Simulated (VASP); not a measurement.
BAs: relaxation of cell and atoms with PBE+D4

The system is BAs.

```
B As
1.0
     0.00000    2.38850    2.38850
     2.38850    0.00000    2.38850
     2.38850    2.38850    0.00000
B As
1 1
Direct
  0.00000 0.00000 0.00000
  0.25000 0.25000 0.25000
```

* Program: VASP 6.6.1
* Task: relaxation of cell and atoms
* Functional: PBE
* Dispersion: D4
* Potentials or basis: VASP PAW PBE potentials, release 64 (B, As)
* Cutoff: 500 eV
* k mesh: 8 × 8 × 8
* Occupations: methfessel-paxton, width 0.01 eV
* Spin: no spin polarisation
* Target pressure: 5 GPa
* Dipole correction: no
* Further INCAR settings: ALGO = Normal; EDIFF = 1e-07; IBRION = 2; EDIFFG = -0.01; NSW = 80; ISIF = 3

The relaxed volume is 13.09 Å³/atom, the relaxed cell is a = 3.333 Å, b = 3.333 Å, c = 3.333 Å, α = 60.00°, β = 60.00°, γ = 60.00° and the space group after relaxing (to 0.05 Å) is F-43m (No. 216). The energy change on relaxing (the enthalpy is what falls) is +6.3 meV/atom, the ionic steps are 3 and the pressure after relaxing is 5.0 GPa. The band gap on the k mesh is 1.15 eV, indirect (least direct gap 3.33 eV) and the dispersion energy per atom is -0.391 eV.

Step by step:
| step | energy change (eV) | largest force (eV/Å) | pressure (GPa) | volume (Å³) |
| --- | --- | --- | --- | --- |
| 1 | 0.0000 | 0.0000 | -0.96 | 27.25 |
| 2 | 0.0560 | 0.0000 | 10.92 | 25.30 |
| 3 | 0.0127 | 0.0000 | 4.98 | 26.18 |

Final structure:
```yaml
crystal:
  lattice:
    - [0.00000, 2.35686, 2.35686]
    - [2.35686, 0.00000, 2.35686]
    - [2.35686, 2.35686, 0.00000]
  atoms:
    - { symbol: B, position: [0.00000, 0.00000, 0.00000] }
    - { symbol: As, position: [0.25000, 0.25000, 0.25000] }
```

Levels at points of the mesh, in eV from the valence-band top:
| k point | band 1 | band 2 | band 3 | band 4 | band 5 | band 6 | band 7 | band 8 |
| --- | --- | --- | --- | --- | --- | --- | --- | --- |
| (0.00, 0.00, 0.00) | -15.77 | 0.00 | 0.00 | 0.00 | 3.33 | 3.33 | 3.33 | 5.20 |
| (0.50, 0.00, 0.00) | -12.75 | -9.09 | -1.89 | -1.89 | 2.93 | 4.83 | 4.83 | 8.94 |
| (0.50, 0.50, 0.00) | -11.37 | -8.76 | -4.25 | -4.25 | 1.37 | 1.40 | 11.75 | 11.75 |

Run time: 22 s on 1 thread of Intel(R) Xeon(R) 6975P-C (Granite Rapids), with other jobs on the host, peak memory 0.16 GiB.

Caveat: the cell is relaxed towards a set pressure, so the enthalpy falls and the energy may rise. A k mesh can miss the band edges.
